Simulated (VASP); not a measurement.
# Ni: single point with r2SCAN

Crystal: Ni.

```
Ni
1.0
    -1.39673    1.39673    1.39673
     1.39673   -1.39673    1.39673
     1.39673    1.39673   -1.39673
Ni
1
Cartesian
  0.0000 0.0000 0.0000
```

This isn't the form of Ni at room conditions, which is fcc.

- Program: VASP 6.6.1
- Task: single point
- Functional: r2SCAN
- Potentials or basis: VASP PAW PBE potentials, release 64 (Ni)
- Cutoff: 520 eV
- k mesh: 22 × 22 × 22
- Occupations: gaussian, width 0.1 eV
- Spin: collinear spin, ferromagnetic start
- Starting moments: [0.76] μB
- Dipole correction: no
- Further INCAR settings: ALGO = Normal; EDIFF = 1e-06; NBANDS = 15

```
Pressure                                              : -5.3 GPa
Net moment                                            : 0.64 μB per cell
Site moments                                          : Ni +0.65 μB
Valence electrons inside the program's atomic spheres : Ni 9.35
```

Levels at points of the mesh, in eV from the Fermi level:
Spin up:
| k point | band 2 | band 3 | band 4 | band 5 | band 6 | band 7 | band 8 | band 9 |
| --- | --- | --- | --- | --- | --- | --- | --- | --- |
| (0.00, 0.00, 0.00) | -2.65 | -2.65 | -2.65 | -1.13 | -1.13 | 27.45 | 27.45 | 27.45 |
| (0.50, 0.00, 0.00) | -3.57 | -1.24 | -0.98 | -0.41 | 0.26 | 6.59 | 19.87 | 20.91 |
| (0.50, 0.50, 0.50) | -4.47 | -0.63 | -0.63 | -0.63 | 10.21 | 10.21 | 10.21 | 15.95 |
Spin down:
| k point | band 3 | band 4 | band 5 | band 6 | band 7 | band 8 |
| --- | --- | --- | --- | --- | --- | --- |
| (0.00, 0.00, 0.00) | -1.49 | -1.49 | -0.52 | -0.52 | 27.41 | 27.41 |
| (0.50, 0.00, 0.00) | -0.43 | -0.34 | 0.08 | 0.92 | 7.13 | 19.81 |
| (0.50, 0.50, 0.50) | 0.68 | 0.68 | 0.68 | 10.23 | 10.23 | 10.23 |

Wall time 3.6 min on 1 thread of Intel(R) Xeon(R) Platinum 8488C (Sapphire Rapids), with other jobs on the host, peak memory 0.19 GiB.

Caveat: the cell stands under tension; the PAW data sets were made with another functional, which shifts forces and pressure a little.
